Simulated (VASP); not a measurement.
# CsGd2 (P6/mmm) in VASP: notebook

CsGd2 is run at these levels: PBE; tasks: single point.

All numbers are computed with VASP 6.6.1; they aren't measurements. Logs are shortened: lines on timing, memory, paths and dates and some standing lists are left out, and cuts for length are marked.

### 1 The cell of the first run

Symmetry: P6/mmm, No. 191, hexagonal system. Conventional cell: a = 6.511 Å, b = 6.511 Å, c = 3.615 Å, α = 90.00°, β = 90.00°, γ = 120.00°. Cs (site symmetry 6/mmm) has 2 Cs at 3.61 Å and 12 Gd at 4.17 Å within 4.7 Å. Within 4.7 Å of Gd (site symmetry -6m2) lie 5 Gd at 3.61 to 3.76 Å and 6 Cs at 4.17 Å.

The cell was built from a structure type or drawn by symmetry, and may not be a known phase.

### 2 Single point, PBE, collinear spin, ferromagnetic start

Input file INCAR:

```
SYSTEM = CsGd2
ALGO = Normal
EDIFF = 1E-7
ENCUT = 520
GGA = PE
ISIF = 2
ISMEAR = 0
ISPIN = 2
LASPH = .True.
LCHARG = .False.
LMAXMIX = 6
LORBIT = 11
LREAL = .False.
LWAVE = .False.
MAGMOM = 0 8.22 8.22
NBANDS = 34
NELM = 150
PREC = Accurate
SIGMA = 0.1
```

Input file KPOINTS:

```
k-points
0
Gamma
  3 3 6
  0 0 0
```

Input file POSCAR:

```
CsGd2
1.0
    6.5112791032      0.0000000000      0.0000000000
   -3.2556395516      5.6389331145      0.0000000000
    0.0000000000      0.0000000000      3.6146073831
Cs Gd
1 2
Direct
    0.0000000000      0.0000000000      0.0000000000
    0.3333333333      0.6666666667      0.5000000000
    0.6666666667      0.3333333333      0.5000000000
```

Potentials or basis: VASP PAW PBE potentials, release 64 (Cs_sv, Gd).

The run is started by

```sh
cat potpaw_PBE.64/Cs_sv/POTCAR potpaw_PBE.64/Gd/POTCAR > POTCAR
mpirun -np 1 vasp_std > vasp.out
```

OUTCAR:

```text
SYSTEM = CsGd2
   EDIFF = 1E-7
   ENCUT = 520
   GGA = PE
   ISIF = 2
   ISMEAR = 0
   ISPIN = 2
   LASPH = .True.
   LORBIT = 11
   LREAL = .False.
   NELM = 150
   PREC = Accurate

 ion  position               nearest neighbor table
   1  0.000  0.000  0.000-
   2  0.333  0.667  0.500-
   3  0.667  0.333  0.500-

  LATTYP: Found a hexagonal cell.
 ALAT       =     6.5112791032
 C/A-ratio  =     0.5551301558

  Lattice vectors:

 A1 = (   6.5112791032,   0.0000000000,   0.0000000000)
 A2 = (  -3.2556395516,   5.6389331145,   0.0000000000)
 A3 = (   0.0000000000,   0.0000000000,   3.6146073831)

Analysis of symmetry for initial positions (statically):
=====================================================================
 Subroutine PRICEL returns:
 Original cell was already a primitive cell.

 Routine SETGRP: Setting up the symmetry group for a
 hexagonal supercell.

 Subroutine GETGRP returns: Found 24 space group operations
 (whereof 24 operations were pure point group operations)
 out of a pool of 24 trial point group operations.

The static configuration has the point symmetry D_6h.

Analysis of symmetry for dynamics (positions and initial velocities):
=====================================================================
 Subroutine PRICEL returns:
 Original cell was already a primitive cell.

 Routine SETGRP: Setting up the symmetry group for a
 hexagonal supercell.

 Subroutine GETGRP returns: Found 24 space group operations
 (whereof 24 operations were pure point group operations)
 out of a pool of 24 trial point group operations.

The dynamic configuration has the point symmetry D_6h.

Analysis of structural, dynamic, and magnetic symmetry:
=====================================================================
 Subroutine PRICEL returns:
 Original cell was already a primitive cell.

 Routine SETGRP: Setting up the symmetry group for a
 hexagonal supercell.

 Subroutine GETGRP returns: Found 24 space group operations
 (whereof 24 operations were pure point group operations)
 out of a pool of 24 trial point group operations.

The overall configuration has the point symmetry D_6h.

 Subroutine INISYM returns: Found 24 space group operations
 (whereof 24 operations are pure point group operations),
 and found     1 'primitive' translations

[... 105 lines left out ...]
  Fermi-wavevector in a.u.,A,eV,Ry     =   1.141574  2.157263 17.731004  1.303192
  Thomas-Fermi vector in A             =   2.278274
   LORBIT       =     11    0 simple, 1 ext, 2 COOP (PROOUT), +10 PAW based schemes
   GGA     = PE    functional components
   LHFCALC =     F    Hartree Fock is set to
   AEXX    =    0.0000 exact exchange contribution
   IVDW    =     0    specifies the selected vdW correction
   LEPSILON=     F    determine dielectric tensor
   LRPA    =     F    only Hartree local field effects (RPA)
 spin polarized calculation
 Gauss-broadening in eV      SIGMA  =   0.10
  energy-cutoff  :      520.00
  volume of cell :      132.72
 maximum number of plane-waves:      3595
   NGX = 25   NGY = 25   NGZ = 13

 number of electron      44.9999984 magnetization      16.4122974

 Free energy of the ion-electron system (eV)
  ---------------------------------------------------
  ext. energy  EPLUGINS =         0.00000000
  ---------------------------------------------------
  free energy    TOTEN  =       -22.22332532 eV

  energy without entropy =      -22.18287706  energy(sigma->0) =      -22.20310119

 E-fermi :   2.3239     XC(G=0):  -8.6459

 val. band max:        2.3072183882   @ k =   0.3333   0.0000   0.0000
 cond. band min:       2.3404879129   @ k =   0.3333   0.3333   0.1667
 fundamental gap:      0.0332695246
 Fermi energy:         2.3239479704

 spin component 1

 k-point     1 :       0.0000    0.0000    0.0000
  band No.  band energies     occupation
      1     -43.4261      1.00000
      2     -43.4084      1.00000
      3     -20.9218      1.00000
      4     -20.9218      1.00000
      5     -20.7583      1.00000
      6     -20.7583      1.00000
[... 433 lines left out ...]
     33       3.2768      0.00000
     34       3.2768      0.00000
 Fermi energy:         2.3239479704

 spin component 2

 k-point     1 :       0.0000    0.0000    0.0000
  band No.  band energies     occupation
      1     -40.1107      1.00000
      2     -40.0885      1.00000
      3     -20.4547      1.00000
      4     -18.4753      1.00000
      5     -18.4753      1.00000
      6     -18.2797      1.00000
[... 433 lines left out ...]
     33       4.4038      0.00000
     34       4.4038      0.00000

------------------------ aborting loop because EDIFF is reached ----------------------------------------

  FORCE on cell =-STRESS in cart. coord.  units (eV):
  Direction    XX          YY          ZZ          XY          YZ          ZX
  --------------------------------------------------------------------------------------
  -------------------------------------------------------------------------------------
  Total       -0.0527410     -0.0527410      0.1773965      0.0000000      0.0000000      0.0000000
  in kB       -0.6366995     -0.6366995      2.1415655      0.0000000      0.0000000      0.0000000
  external PRESSURE =       0.2893888 kB  Pullay stress =       0.0000000 kB

 VOLUME and BASIS-vectors are now :
 -----------------------------------------------------------------------------
  energy-cutoff  :      520.00
  volume of cell :      132.72
      direct lattice vectors                 reciprocal lattice vectors
     6.511279103  0.000000000  0.000000000     0.153579655  0.088669255  0.000000000
    -3.255639552  5.638933115  0.000000000     0.000000000  0.177338511  0.000000000
     0.000000000  0.000000000  3.614607383     0.000000000  0.000000000  0.276655220

 POSITION                                       TOTAL-FORCE (eV/Angst)
 -----------------------------------------------------------------------------------
      0.00000      0.00000      0.00000        -0.000000      0.000000     -0.000000
     -0.00000      3.75929      1.80730         0.000000     -0.000000     -0.000000
      3.25564      1.87964      1.80730        -0.000000      0.000000      0.000000
 -----------------------------------------------------------------------------------
    total drift:                               -0.000000      0.000000     -0.000000

  FREE ENERGIE OF THE ION-ELECTRON SYSTEM (eV)
  ---------------------------------------------------
  free  energy   TOTEN  =       -22.2233253219 eV

  energy  without entropy=      -22.1828770643  energy(sigma->0) =      -22.20310119

 total charge

# of ion       s       p       d       f       tot
--------------------------------------------------
    1        1.856   4.622   0.098   0.000   6.576
    2        2.075   5.552   0.516   7.030  15.173
    3        2.075   5.552   0.516   7.030  15.173
--------------------------------------------------
tot          6.005  15.727   1.130  14.059  36.922

 magnetization (x)

# of ion       s       p       d       f       tot
--------------------------------------------------
    1        0.013   0.016   0.024   0.000   0.053
    2        0.009  -0.058   0.359   6.777   7.087
    3        0.009  -0.058   0.359   6.777   7.087
--------------------------------------------------
tot          0.031  -0.099   0.743  13.553  14.228
```

Wall time 6.7 min (1 thread of Intel Xeon Platinum 8488C (Sapphire Rapids), shared host); peak memory 0.36 GiB.

Results:

```
Free energy                                           : -22.2233 eV
Pressure                                              : 0.0 GPa
Net moment                                            : 16.41 μB per cell
Site moments                                          : Cs +0.05; Gd +7.09 μB
Valence electrons inside the program's atomic spheres : Cs 6.58; Gd 15.17
```

Caveat: the k points lie up to 0.37 Å⁻¹ apart; spin-orbit coupling is left out, which moves the levels of the heavy elements; semilocal functionals describe open f shells poorly, which spoils levels, moments and volumes. The state reached can hang on the start; a lower one may exist.

### 3 Single point, PBE, collinear spin, ferromagnetic start

This run uses another cell than the first one, of 34.69 Å³/atom.

Input file INCAR:

```
SYSTEM = CsGd2
  PREC = Accurate
  ENCUT = 520
  EDIFF = 1E-6
  ISMEAR = 0
  SIGMA = 0.1
  LREAL = .False.
  LASPH = .True.
  NELM = 150
  ALGO = Fast
  ISIF = 2
  LWAVE = .False.
  LCHARG = .False.
  ISPIN = 2
  MAGMOM = 0 7 7
  LORBIT = 11
  LMAXMIX = 6
  GGA = PE
  NBANDS = 34
```

Input file KPOINTS:

```
regular mesh
0
Gamma
  6 6 4
  0 0 0
```

Input file POSCAR:

```
CsGd2
1.0
    5.5491135500      0.0000000000      0.0000000000
   -2.7745567800      4.8056733100      0.0000000000
    0.0000000000      0.0000000000      3.9030479900
Cs Gd
1 2
Direct
    0.0000000000      0.0000000000      0.0000000000
    0.3333333300      0.6666666700      0.5000000000
    0.6666666700      0.3333333300      0.5000000000
```

Potentials or basis: VASP PAW PBE potentials, release 64 (Cs_sv, Gd).

The run is started by

```sh
cat potpaw_PBE.64/Cs_sv/POTCAR potpaw_PBE.64/Gd/POTCAR > POTCAR
mpirun -np 1 vasp_std > vasp.out
```

Wall time 18 min (1 thread of Intel Xeon Platinum 8488C (Sapphire Rapids), shared host); peak memory 0.36 GiB.

It converged, with:

```yaml
Free_energy: -21.3880 eV
Pressure: 5.2 GPa
Net_moment: 15.77 μB per cell
Site_moments: Cs +0.05; Gd +7.08 μB
Valence_electrons_inside_the_program's_atomic_spheres: Cs 6.59; Gd 15.28
```

Stress tensor (GPa, compression positive):
```
 8.54  0.00  0.00
 0.00  8.54  0.00
 0.00  0.00 -1.35
```

Levels at points of the mesh, in eV from the Fermi level:
Spin up:
```tsv
k point	band 28	band 29	band 30	band 31	band 32	band 33
(0.00, 0.00, 0.00)	-1.45	0.25	0.25	0.31	0.90	0.90
(0.50, 0.00, 0.00)	-1.58	-1.19	-0.35	-0.21	0.41	0.74
(0.00, 0.00, 0.50)	-1.31	-1.31	-0.80	-0.80	-0.38	1.25
(0.50, 0.00, 0.50)	-1.17	-0.77	-0.59	-0.39	0.71	1.94
```
Spin down:
| k point | band 13 | band 14 | band 15 | band 16 | band 17 | band 18 |
| --- | --- | --- | --- | --- | --- | --- |
| (0.00, 0.00, 0.00) | -3.14 | -0.59 | 0.26 | 0.27 | 0.27 | 0.28 |
| (0.50, 0.00, 0.00) | -1.43 | -0.85 | -0.34 | 0.29 | 0.29 | 0.30 |
| (0.00, 0.00, 0.50) | -0.75 | -0.75 | -0.28 | 0.11 | 0.11 | 0.16 |
| (0.50, 0.00, 0.50) | -0.77 | -0.53 | 0.01 | 0.09 | 0.32 | 0.35 |

Caveat: the k points lie up to 0.40 Å⁻¹ apart; spin-orbit coupling is left out, which moves the levels of the heavy elements; semilocal functionals describe open f shells poorly, which spoils levels, moments and volumes.

### 4 Single point, PBE, collinear spin, ferromagnetic start

This run uses another cell than the first one, of 44.10 Å³/atom.

Input file INCAR:

```
PREC = Accurate
ENCUT = 520
EDIFF = 1E-7
ISMEAR = 0
SIGMA = 0.1
LREAL = False
LASPH = True
NELM = 150
ALGO = Normal
ISIF = 2
LWAVE = False
LCHARG = True
ISPIN = 2
MAGMOM = 0 7 7
LORBIT = 11
LMAXMIX = 6
GGA = PE
LELF = True
LVHAR = True
NBANDS = 34
```

Input file KPOINTS:

```
Automatic mesh
0
Gamma
  6 6 4
```

Input file POSCAR:

```
CsGd2
1.0
    6.5178881113      0.0000000034      0.0000000000
   -3.2589440586      5.6446566817      0.0000000000
    0.0000000000      0.0000000000      3.5961258161
Cs Gd
1 2
Direct
    0.0000000000      0.0000000000      0.0000000000
    0.3333333333      0.6666666667      0.5000000000
    0.6666666667      0.3333333333      0.5000000000
```

The run is started by

```sh
cat potpaw_PBE.64/Cs_sv/POTCAR potpaw_PBE.64/Gd/POTCAR > POTCAR
mpirun -np 1 vasp_std > vasp.out
```

Run time: 5 min. Hardware: 1 thread of Intel Xeon Platinum 8488C (Sapphire Rapids), shared host; peak memory 0.38 GiB.

It converged, with:

| Quantity | Value |
| --- | --- |
| Free energy | -22.2502 eV |
| Pressure | 0.0 GPa |
| Net moment | 16.20 μB per cell |
| Site moments | Cs +0.04; Gd +7.06 μB |
| Valence electrons inside the program's atomic spheres | Cs 6.57; Gd 15.17 |

Levels at points of the mesh, in eV from the Fermi level:
Spin up:
```
           k point  band 29  band 30  band 31  band 32  band 33  band 34
(0.00, 0.00, 0.00)    -0.79    -0.41    -0.41     0.50     0.50     1.97
(0.50, 0.00, 0.00)    -0.96    -0.33    -0.29    -0.21     0.91     1.40
(0.00, 0.00, 0.50)    -1.05    -0.26    -0.26    -0.22     1.08     1.08
(0.50, 0.00, 0.50)    -0.78    -0.16    -0.01     0.07     1.00     1.27
```
Spin down:
```tsv
k point	band 11	band 12	band 13	band 14	band 15	band 16	band 17	band 18
(0.00, 0.00, 0.00)	-9.70	-8.64	-3.09	0.12	0.12	0.13	0.14	0.17
(0.50, 0.00, 0.00)	-9.70	-8.65	-1.65	-1.56	-0.18	0.14	0.14	0.15
(0.00, 0.00, 0.50)	-9.35	-9.35	-0.26	-0.24	-0.24	0.11	0.16	0.20
(0.50, 0.00, 0.50)	-9.36	-9.35	-0.53	-0.26	0.02	0.14	0.15	0.15
```

Caveat: the k points lie up to 0.44 Å⁻¹ apart; spin-orbit coupling is left out, which moves the levels of the heavy elements; semilocal functionals describe open f shells poorly, which spoils levels, moments and volumes.

### 5 Summary

| cell | k mesh | gap on the mesh (eV) | pressure (GPa) | moment (μB) |
| --- | --- | --- | --- | --- |
| a = 6.511, b = 6.511, c = 3.615 Å, angles 90.0, 90.0, 120.0°, 3 atoms | 3 × 3 × 6 | none | 0.0 | 16.41 |
| a = 5.549, b = 5.549, c = 3.903 Å, angles 90.0, 90.0, 120.0°, 3 atoms | 6 × 6 × 4 | none | 5.2 | 15.77 |
| a = 6.518, b = 6.518, c = 3.596 Å, angles 90.0, 90.0, 120.0°, 3 atoms | 6 × 6 × 4 | none | 0.0 | 16.20 |

Alike in all rows: task single point; level PBE; potentials or basis VASP PAW PBE potentials, release 64 (Cs_sv, Gd); spin collinear, ferromagnetic start; cutoff (eV) 520; smearing gaussian 0.1 eV.

Caveats: all runs use coarse meshes; spin-orbit coupling is left out, which moves the levels of the heavy elements; semilocal functionals describe open f shells poorly, which spoils levels, moments and volumes.

Total energies depend on the potentials used, so only differences within one code and one set of settings carry meaning.
